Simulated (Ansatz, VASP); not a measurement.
**Two plane-wave programs on Mg3B2**

```
CELL_PARAMETERS angstrom
-2.74328 2.74328 3.00372
2.74328 -2.74328 3.00372
2.74328 2.74328 -3.00372
ATOMIC_POSITIONS crystal
Mg 0.50000 0.00000 0.50000
Mg 0.00000 0.50000 0.50000
Mg 0.00000 0.00000 0.00000
B 0.63166 0.63166 0.00000
B 0.36834 0.36834 0.00000
```

Alike in both runs: functional PBE; k mesh 10 × 10 × 10; occupations gaussian, width 0.1 eV; no spin polarisation.

Ansatz relaxed the structure, and its values are those at the end. VASP's run is a single point on that final structure, the one shown.

```csv
,VASP,Ansatz
version,VASP 6.6.1,Ansatz 0.2.0
potentials or method,"VASP PAW PBE potentials, release 64 (Mg, B), cutoff 520 eV","scalar-relativistic, plane waves, PAW"
valence electrons in the cell,12,36
```

```csv
,VASP,Ansatz,Ansatz less VASP
gap on the k mesh at the Fermi level (eV),none,none,-
pressure (GPa),0.0,0.0,+0.03
rms of the force components (eV/Å),0.004,0.000,-0.0036
```

A gap of «none» marks a metal or a gap that the smearing closes. VASP's potentials hold 12 valence electrons a cell and Ansatz's 36, so a difference there can come from the potentials and not from the codes.
